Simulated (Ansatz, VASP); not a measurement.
# CdO in VASP and in Ansatz

```
Cd O
1.0
     0.00000    2.35992    2.35992
     2.35992    0.00000    2.35992
     2.35992    2.35992    0.00000
Cd O
1 1
Direct
  0.00000 0.00000 0.00000
  0.50000 0.50000 0.50000
```

Alike in both runs: task single point; functional PBE; k mesh 8 × 8 × 8; occupations fermi-dirac, width 0.02 eV; no spin polarisation.

```csv
,VASP,Ansatz
version,VASP 6.6.1,Ansatz 0.2.0
potentials or method,"VASP PAW PBE potentials, release 64 (Cd, O)","plane waves, PAW"
plane-wave cutoff (eV),600,420
valence electrons in the cell,18,26
```

|  | VASP | Ansatz | Ansatz less VASP |
| --- | --- | --- | --- |
| pressure (GPa) | 5.3 | 4.1 | -1.17 |

With one functional, cell and mesh, what is left measures potentials, basis and numerics. VASP's potentials hold 18 valence electrons a cell and Ansatz's 26, so a difference there can come from the potentials and not from the codes.
